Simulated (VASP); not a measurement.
A run of VASP 6.6.1:

INCAR

```
PREC = Accurate ; ENCUT = 520
EDIFF = 1E-6 ; ISMEAR = 0
SIGMA = 0.1 ; LREAL = F
LASPH = T ; NELM = 150
ALGO = Normal ; ISIF = 2
LWAVE = F ; LCHARG = T
ISPIN = 2 ; MAGMOM = 0 0 0 3.58 0
LORBIT = 11 ; LMAXMIX = 4
GGA = PE ; LELF = T
LVHAR = T ; NBANDS = 29
```

The input KPOINTS:

```
regular mesh
0
Gamma
  4 4 4
```

POSCAR

```
Na3FeSb
1.0
    5.8355213692      0.0000000000      0.0000000000
    0.0000000000      5.8355213692      0.0000000000
    0.0000000000      0.0000000000      5.8355213692
Na Fe Sb
3 1 1
Direct
    0.0000000000      0.5000000000      0.5000000000
    0.5000000000      0.0000000000      0.5000000000
    0.5000000000      0.5000000000      0.0000000000
    0.0000000000      0.0000000000      0.0000000000
    0.5000000000      0.5000000000      0.5000000000
```

Potentials or basis: VASP PAW PBE potentials, release 64 (Na_pv, Fe, Sb).

The run is started by

```sh
$ cat potpaw_PBE.64/Na_pv/POTCAR potpaw_PBE.64/Fe/POTCAR potpaw_PBE.64/Sb/POTCAR > POTCAR
$ mpirun -np 1 vasp_std > vasp.out
```

Hardware: 1 thread of Intel(R) Xeon(R) 6975P-C (Granite Rapids) (shared host).

Problem. How long does it take, and how much memory?

Solution. It took 3 min on 1 thread of Intel(R) Xeon(R) 6975P-C (Granite Rapids), with other jobs on the host, peak memory 0.44 GiB. Counts: scf iterations 38, k points 10.
